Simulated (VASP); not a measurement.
# TePb (Fm-3m) in VASP: further runs, part 2 of 2

VASP 6.6.1. Earlier steps stand in the parts before.

### 4 Single point, PBE0

This run uses another cell than the first one, of 33.73 Å³/atom, 1.064 times its volume.

Input file POSCAR:

```
TePb
1.0
    0.0000000000      3.2310000000      3.2310000000
    3.2310000000      0.0000000000      3.2310000000
    3.2310000000      3.2310000000      0.0000000000
Pb Te
1 1
Direct
    0.0000000000      0.0000000000      0.0000000000
    0.5000000000      0.5000000000      0.5000000000
```

Input file INCAR.step1:

```
ALGO     = Normal         # electronic algorithm
EDIFF    = 1E-5           # SCF threshold, eV
ENCUT    = 520            # plane-wave cutoff, eV
GGA      = PE             # functional
ISIF     = 2              # what is computed and relaxed
ISMEAR   = -1             # smearing method
LASPH    = T              # aspherical terms in the spheres
LCHARG   = F              # write CHGCAR
LREAL    = F              # projectors in reciprocal space
LWAVE    = T              # write WAVECAR
NBANDS   = 17             # bands
NELM     = 80             # most SCF steps
PREC     = Accurate       # precision mode
SIGMA    = 0.05           # smearing width, eV
```

Input file INCAR.step2:

```
AEXX     = 0.25           # exact-exchange fraction
ALGO     = Normal         # electronic algorithm
EDIFF    = 1E-6           # SCF threshold, eV
ENCUT    = 520            # plane-wave cutoff, eV
GGA      = PE             # functional
ISIF     = 2              # what is computed and relaxed
ISMEAR   = -1             # smearing method
ISTART   = 1            
LASPH    = T              # aspherical terms in the spheres
LCHARG   = F              # write CHGCAR
LHFCALC  = T              # exact exchange
LREAL    = F              # projectors in reciprocal space
LWAVE    = F              # write WAVECAR
NBANDS   = 17             # bands
NELM     = 80             # most SCF steps
PREC     = Accurate       # precision mode
PRECFOCK = Normal       
SIGMA    = 0.05           # smearing width, eV
```

Input file KPOINTS:

```
k-points
0
Gamma
  4 4 4
```

Potentials or basis: VASP PAW PBE potentials, release 64 (Pb_d, Te).

Launch:

```console
cat potpaw_PBE.64/Pb_d/POTCAR potpaw_PBE.64/Te/POTCAR > POTCAR
cp INCAR.step1 INCAR
mpirun -np 1 vasp_std > vasp.out
cp INCAR.step2 INCAR
mpirun -np 1 vasp_std > vasp.out
```

OUTCAR:

```text
AEXX = 0.25
   EDIFF = 1E-6
   ENCUT = 520
   GGA = PE
   ISIF = 2
   ISMEAR = -1
   ISTART = 1
   LASPH = T
   LHFCALC = T
   LREAL = F
   NELM = 80
   PREC = Accurate
   PRECFOCK = Normal

 ion  position               nearest neighbor table
   1  0.000  0.000  0.000-   2 3.23   2 3.23   2 3.23   2 3.23   2 3.23   2 3.23
   2  0.500  0.500  0.500-   1 3.23   1 3.23   1 3.23   1 3.23   1 3.23   1 3.23

  LATTYP: Found a face centered cubic cell.
 ALAT       =     6.4620000000

  Lattice vectors:

 A1 = (   0.0000000000,   3.2310000000,   3.2310000000)
 A2 = (   3.2310000000,   0.0000000000,   3.2310000000)
 A3 = (   3.2310000000,   3.2310000000,   0.0000000000)

Analysis of symmetry for initial positions (statically):
=====================================================================
 Subroutine PRICEL returns:
 Original cell was already a primitive cell.

 Routine SETGRP: Setting up the symmetry group for a
 face centered cubic supercell.

 Subroutine GETGRP returns: Found 48 space group operations
[... 9 lines left out ...]

[... 141 lines left out ...]
  ---------------------------------------------------
  free energy    TOTEN  =        -9.99796732 eV

  energy without entropy =       -9.99796731  energy(sigma->0) =       -9.99796732

 E-fermi :   5.8850     XC(G=0):  -7.3755

 val. band max:        5.0226258606   @ k =   0.5000   0.0000   0.0000
 cond. band min:       6.7473296356   @ k =   0.5000   0.0000   0.0000
 fundamental gap:      1.7247037750
 Fermi energy:         5.8849894354

 k-point     1 :       0.0000    0.0000    0.0000
  band No.  band energies     occupation
      1     -13.6230      2.00000
      2     -13.6230      2.00000
      3     -13.6042      2.00000
      4     -13.6042      2.00000
      5     -13.6042      2.00000
      6      -8.3511      2.00000
[... 137 lines left out ...]
      4     -13.5970      2.00000
      5     -13.5784      2.00000
      6      -6.2882      2.00000
[... 9 lines left out ...]
     16      17.6399      0.00000
     17      17.6905      0.00000

------------------------ aborting loop because EDIFF is reached ----------------------------------------

  FORCE on cell =-STRESS in cart. coord.  units (eV):
  Direction    XX          YY          ZZ          XY          YZ          ZX
  --------------------------------------------------------------------------------------
  -------------------------------------------------------------------------------------
  Total        0.3636748      0.3636748      0.3636748     -0.0000000     -0.0000000     -0.0000000
  in kB        8.6373970      8.6373970      8.6373970     -0.0000000     -0.0000000     -0.0000000
  external PRESSURE =       8.6373970 kB  Pullay stress =       0.0000000 kB

 VOLUME and BASIS-vectors are now :
 -----------------------------------------------------------------------------
  energy-cutoff  :      520.00
  volume of cell :       67.46
      direct lattice vectors                 reciprocal lattice vectors
     0.000000000  3.231000000  3.231000000    -0.154750851  0.154750851  0.154750851
     3.231000000  0.000000000  3.231000000     0.154750851 -0.154750851  0.154750851
     3.231000000  3.231000000  0.000000000     0.154750851  0.154750851 -0.154750851

 POSITION                                       TOTAL-FORCE (eV/Angst)
 -----------------------------------------------------------------------------------
      0.00000      0.00000      0.00000        -0.000000      0.000000      0.000000
      3.23100      3.23100      3.23100         0.000000     -0.000000     -0.000000
 -----------------------------------------------------------------------------------
    total drift:                                0.000000      0.000001      0.000001

  FREE ENERGIE OF THE ION-ELECTRON SYSTEM (eV)
  ---------------------------------------------------
  free  energy   TOTEN  =        -9.9979673213 eV

  energy  without entropy=       -9.9979673139  energy(sigma->0) =       -9.99796732
```

OUTCAR.step1:

```text
EDIFF = 1E-5
   ENCUT = 520
   GGA = PE
   ISIF = 2
   ISMEAR = -1
[... 362 lines left out ...]
 -----------------------------------------------------------------------------------
      0.00000      0.00000      0.00000         0.000000     -0.000000      0.000000
      3.23100      3.23100      3.23100        -0.000000      0.000000      0.000000
 -----------------------------------------------------------------------------------
    total drift:                               -0.000000      0.000000      0.000000

  FREE ENERGIE OF THE ION-ELECTRON SYSTEM (eV)
  ---------------------------------------------------
  free  energy   TOTEN  =        -7.4937928003 eV

  energy  without entropy=       -7.4937255271  energy(sigma->0) =       -7.49375916
```

OSZICAR.step1:

```text
N       E                     dE             d eps       ncg     rms          rms(c)
DAV:   1     0.144410492133E+03    0.14441E+03   -0.90628E+03   272   0.114E+03
DAV:   2     0.194509357605E+01   -0.14247E+03   -0.13565E+03   297   0.292E+02
DAV:   3    -0.736887883812E+01   -0.93140E+01   -0.92668E+01   344   0.793E+01
DAV:   4    -0.760895810195E+01   -0.24008E+00   -0.23997E+00   342   0.140E+01
DAV:   5    -0.761628687742E+01   -0.73288E-02   -0.73283E-02   414   0.218E+00    0.340E+00
DAV:   6    -0.749554800532E+01    0.12074E+00   -0.27007E-01   357   0.361E+00    0.209E+00
DAV:   7    -0.749218313892E+01    0.33649E-02   -0.90038E-02   365   0.145E+00    0.946E-01
DAV:   8    -0.749392649168E+01   -0.17434E-02   -0.10956E-02   364   0.105E+00    0.171E-01
DAV:   9    -0.749374117519E+01    0.18532E-03   -0.15120E-03   426   0.413E-01    0.788E-02
DAV:  10    -0.749378791673E+01   -0.46742E-04   -0.16511E-04   348   0.947E-02    0.196E-02
DAV:  11    -0.749379280030E+01   -0.48836E-05   -0.36717E-05   372   0.488E-02
   1 F= -.74937928E+01 E0= -.74937592E+01  d E =-.672732E-04
```

Run time: 10 min. Hardware: 1 thread of AMD EPYC 9R14 (Zen 4), shared host; peak memory 0.19 GiB.

What came out:

```yaml
Free_energy: -9.9980 eV
Pressure: 0.9 GPa
Band_gap_on_the_k_mesh: 1.72 eV, direct
```

Caveat: the k points lie up to 0.42 Å⁻¹ apart; the PAW data sets were made with another functional, which shifts forces and pressure a little; spin-orbit coupling is left out, which moves the levels of the heavy elements. A k mesh can miss the band edges.

### 5 Single point, PBEsol+D3(BJ)

This run uses another cell than the first one, of 31.99 Å³/atom, 1.009 times its volume.

Input file INCAR:

```
SYSTEM = TePb
PREC = Accurate
ENCUT = 520
EDIFF = 1E-6
ISMEAR = -1
SIGMA = 0.05
LREAL = .False.
LASPH = .True.
NELM = 100
ALGO = Normal
ISIF = 2
LWAVE = .False.
LCHARG = .True.
GGA = PS
IVDW = 12
LELF = .True.
LVHAR = .True.
NBANDS = 17
```

Input file KPOINTS:

```
Automatic mesh
0
Gamma
  7 7 7
  0 0 0
```

Input file POSCAR:

```
TePb
1.0
    0.0000000000      3.1745270303      3.1745270303
    3.1745270303      0.0000000000      3.1745270303
    3.1745270303      3.1745270303      0.0000000000
Pb Te
1 1
Direct
    0.0000000000      0.0000000000      0.0000000000
    0.5000000000      0.5000000000      0.5000000000
```

Potentials or basis: VASP PAW PBE potentials, release 64 (Pb_d, Te).

Launch:

```console
cat potpaw_PBE.64/Pb_d/POTCAR potpaw_PBE.64/Te/POTCAR > POTCAR
mpirun -np 1 vasp_std > vasp.out
```

OUTCAR:

```text
SYSTEM = TePb
   PREC = Accurate
   ENCUT = 520
   EDIFF = 1E-6
   ISMEAR = -1
   LREAL = .False.
   LASPH = .True.
   NELM = 100
   ISIF = 2
   GGA = PS
   IVDW = 12
 IVDW          = 12

 ion  position               nearest neighbor table
   1  0.000  0.000  0.000-   2 3.17   2 3.17   2 3.17   2 3.17   2 3.17   2 3.17
   2  0.500  0.500  0.500-   1 3.17   1 3.17   1 3.17   1 3.17   1 3.17   1 3.17

  LATTYP: Found a face centered cubic cell.
 ALAT       =     6.3490540606

  Lattice vectors:

[... 581 lines left out ...]

 Edisp (eV)   -0.85143

 E8    (eV) :    -0.6002

  FORCE on cell =-STRESS in cart. coord.  units (eV):
  Direction    XX          YY          ZZ          XY          YZ          ZX
  --------------------------------------------------------------------------------------
  -------------------------------------------------------------------------------------
  Total      -0.01284    -0.01284    -0.01284     0.00000     0.00000     0.00000
  in kB      -0.32158    -0.32158    -0.32158     0.00000     0.00000     0.00000
  external pressure =       -0.32 kB  Pullay stress =        0.00 kB

 VOLUME and BASIS-vectors are now :
 -----------------------------------------------------------------------------
  energy-cutoff  :      520.00
  volume of cell :       63.98
      direct lattice vectors                 reciprocal lattice vectors
     0.000000000  3.174527030  3.174527030    -0.157503778  0.157503778  0.157503778
     3.174527030  0.000000000  3.174527030     0.157503778 -0.157503778  0.157503778
     3.174527030  3.174527030  0.000000000     0.157503778  0.157503778 -0.157503778

 POSITION                                       TOTAL-FORCE (eV/Angst)
 -----------------------------------------------------------------------------------
      0.00000      0.00000      0.00000        -0.000000     -0.000000     -0.000000
      3.17453      3.17453      3.17453         0.000000      0.000000      0.000000
 -----------------------------------------------------------------------------------
    total drift:                               -0.000000      0.000000      0.000000

  FREE ENERGIE OF THE ION-ELECTRON SYSTEM (eV)
  ---------------------------------------------------
  free  energy   TOTEN  =        -9.0934604277 eV

  energy  without entropy=       -9.0934526963  energy(sigma->0) =       -9.09345656
```

stdout:

```text
POSCAR found type information on POSCAR PbTe
 POSCAR found :  2 types and       2 ions
 scaLAPACK will be used
 -----------------------------------------------------------------------------
|                                                                             |
|                                                                             |
|     You enforced a specific xc type in the INCAR file but a different       |
|     I HOPE YOU KNOW WHAT YOU ARE DOING!                                     |
|                                                                             |
 -----------------------------------------------------------------------------

 LDA part: xc-table for (Slater+PW92), standard interpolation
 POSCAR, INCAR and KPOINTS ok, starting setup
 FFT: planning ... GRIDC
 FFT: planning ... GRID_SOFT
 FFT: planning ... GRID
 WAVECAR not read
 entering main loop
```

Wall time 51 s (1 thread of Intel Xeon 8259CL, shared host); peak memory 0.22 GiB.

What came out:

| Property | Result |
| --- | --- |
| Free energy | -9.0935 eV |
| Pressure | 0.0 GPa |
| Dispersion energy per atom | -0.426 eV |

Caveat: this odd mesh misses L, where the gap lies, so gap, dielectric constants and Born charges aren't listed; the PAW data sets were made with another functional, which shifts forces and pressure a little; spin-orbit coupling is left out, which moves the levels of the heavy elements.

### 6 Single point, PBEsol+D3(BJ)

This run uses another cell than the first one, of 32.12 Å³/atom, 1.013 times its volume.

Input file INCAR:

```
SYSTEM = TePb
PREC = Accurate ; ENCUT = 520
EDIFF = 1E-6 ; ISMEAR = -1
SIGMA = 0.05 ; LREAL = .False.
LASPH = .True. ; NELM = 60
ALGO = Normal ; ISIF = 2
LWAVE = .False. ; LCHARG = .False.
GGA = PS ; IVDW = 12
NBANDS = 17
```

KPOINTS is that of step 5.

Input file POSCAR:

```
TePb
1.0
    0.0000000000      3.1788767265      3.1788767265
    3.1788767265      0.0000000000      3.1788767265
    3.1788767265      3.1788767265      0.0000000000
Pb Te
1 1
Direct
    0.0000000000      0.0000000000      0.0000000000
    0.5000000000      0.5000000000      0.5000000000
```

Potentials or basis: VASP PAW PBE potentials, release 64 (Pb_d, Te).

Launch:

```console
cat potpaw_PBE.64/Pb_d/POTCAR potpaw_PBE.64/Te/POTCAR > POTCAR
mpirun -np 1 vasp_std > vasp.out
```

OUTCAR:

```text
SYSTEM = TePb
   PREC = Accurate
   ENCUT = 520
   EDIFF = 1E-6
   ISMEAR = -1
   LREAL = .False.
   LASPH = .True.
   NELM = 60
   ISIF = 2
   GGA = PS
   IVDW = 12
 IVDW          = 12

 ion  position               nearest neighbor table
   1  0.000  0.000  0.000-   2 3.18   2 3.18   2 3.18   2 3.18   2 3.18   2 3.18
   2  0.500  0.500  0.500-   1 3.18   1 3.18   1 3.18   1 3.18   1 3.18   1 3.18

  LATTYP: Found a face centered cubic cell.
 ALAT       =     6.3577534530

  Lattice vectors:

[... 581 lines left out ...]

 Edisp (eV)   -0.84790

 E8    (eV) :    -0.5977

  FORCE on cell =-STRESS in cart. coord.  units (eV):
  Direction    XX          YY          ZZ          XY          YZ          ZX
  --------------------------------------------------------------------------------------
  -------------------------------------------------------------------------------------
  Total      -0.09455    -0.09455    -0.09455    -0.00000    -0.00000    -0.00000
  in kB      -2.35794    -2.35794    -2.35794    -0.00000    -0.00000    -0.00000
  external pressure =       -2.36 kB  Pullay stress =        0.00 kB

 VOLUME and BASIS-vectors are now :
 -----------------------------------------------------------------------------
  energy-cutoff  :      520.00
  volume of cell :       64.25
      direct lattice vectors                 reciprocal lattice vectors
     0.000000000  3.178876726  3.178876726    -0.157288263  0.157288263  0.157288263
     3.178876726  0.000000000  3.178876726     0.157288263 -0.157288263  0.157288263
     3.178876726  3.178876726  0.000000000     0.157288263  0.157288263 -0.157288263

 POSITION                                       TOTAL-FORCE (eV/Angst)
 -----------------------------------------------------------------------------------
      0.00000      0.00000      0.00000         0.000000      0.000000     -0.000000
      3.17888      3.17888      3.17888         0.000000      0.000000      0.000000
 -----------------------------------------------------------------------------------
    total drift:                               -0.000000      0.000000      0.000000

  FREE ENERGIE OF THE ION-ELECTRON SYSTEM (eV)
  ---------------------------------------------------
  free  energy   TOTEN  =        -9.0933039605 eV

  energy  without entropy=       -9.0932966226  energy(sigma->0) =       -9.09330029
```

OSZICAR:

```text
N       E                     dE             d eps       ncg     rms          rms(c)
DAV:   1     0.148656246227E+03    0.14866E+03   -0.91650E+03   688   0.116E+03
DAV:   2     0.153875936867E+01   -0.14712E+03   -0.14205E+03   714   0.291E+02
DAV:   3    -0.808642886938E+01   -0.96252E+01   -0.95726E+01   897   0.821E+01
DAV:   4    -0.833725213369E+01   -0.25082E+00   -0.25069E+00   831   0.147E+01
DAV:   5    -0.834769121836E+01   -0.10439E-01   -0.10439E-01   962   0.269E+00    0.380E+00
DAV:   6    -0.825086929189E+01    0.96822E-01   -0.20137E-01  1008   0.358E+00    0.239E+00
DAV:   7    -0.824540460758E+01    0.54647E-02   -0.67069E-02   880   0.143E+00    0.886E-01
DAV:   8    -0.824540324936E+01    0.13582E-05   -0.76532E-03   862   0.869E-01    0.148E-01
DAV:   9    -0.824540796729E+01   -0.47179E-05   -0.73404E-04  1012   0.272E-01    0.353E-02
DAV:  10    -0.824540273582E+01    0.52315E-05   -0.70586E-05   915   0.727E-02    0.224E-02
DAV:  11    -0.824540450863E+01   -0.17728E-05   -0.22564E-05   941   0.374E-02    0.179E-02
DAV:  12    -0.824540442280E+01    0.85824E-07   -0.15635E-06   650   0.695E-03
   1 F= -.90933040E+01 E0= -.90933003E+01  d E =-.733782E-05
```

stdout:

```text
POSCAR found type information on POSCAR PbTe
 POSCAR found :  2 types and       2 ions
 scaLAPACK will be used
 -----------------------------------------------------------------------------
|                                                                             |
|                                                                             |
|     You enforced a specific xc type in the INCAR file but a different       |
|     I HOPE YOU KNOW WHAT YOU ARE DOING!                                     |
|                                                                             |
 -----------------------------------------------------------------------------

 LDA part: xc-table for (Slater+PW92), standard interpolation
 POSCAR, INCAR and KPOINTS ok, starting setup
 FFT: planning ... GRIDC
 FFT: planning ... GRID_SOFT
 FFT: planning ... GRID
 WAVECAR not read
 entering main loop
```

Wall time 46 s (1 thread of Intel Xeon 8259CL, shared host); peak memory 0.21 GiB.

What came out:

```yaml
Free_energy: -9.0933 eV
Pressure: -0.2 GPa
Dispersion_energy_per_atom: -0.424 eV
```

Caveat: this odd mesh misses L, where the gap lies, so gap, dielectric constants and Born charges aren't listed; three body term missing; the PAW data sets were made with another functional, which shifts forces and pressure a little; spin-orbit coupling is left out, which moves the levels of the heavy elements.

### 7 Overview

```csv
level,cell,k mesh,grid for exact exchange (PRECFOCK),screening parameter,gap on the mesh (eV),pressure (GPa)
PBEsol,"a = 4.476 Å, angles 60.0°, 2 atoms",7 × 7 × 7,-,-,-,2.6
HSE06,"a = 4.569 Å, angles 60.0°, 2 atoms",4 × 4 × 4,Normal,0.2079 1/Å,1.08,1.0
PBE0,"a = 4.569 Å, angles 60.0°, 2 atoms",4 × 4 × 4,Normal,-,1.72,0.9
PBEsol+D3(BJ),"a = 4.489 Å, angles 60.0°, 2 atoms",7 × 7 × 7,-,-,-,0.0
PBEsol+D3(BJ),"a = 4.496 Å, angles 60.0°, 2 atoms",7 × 7 × 7,-,-,-,-0.2
```

Alike in all rows: task single point; potentials or basis VASP PAW PBE potentials, release 64 (Pb_d, Te); no spin polarisation; cutoff (eV) 520; smearing fermi-dirac 0.05 eV.

Caveats: some runs use coarse meshes; the PAW data sets were made with another functional, which shifts forces and pressure a little; spin-orbit coupling is left out, which moves the levels of the heavy elements; three body term missing (some runs).

Total energies depend on the potentials used, so only differences within one code and one set of settings carry meaning.
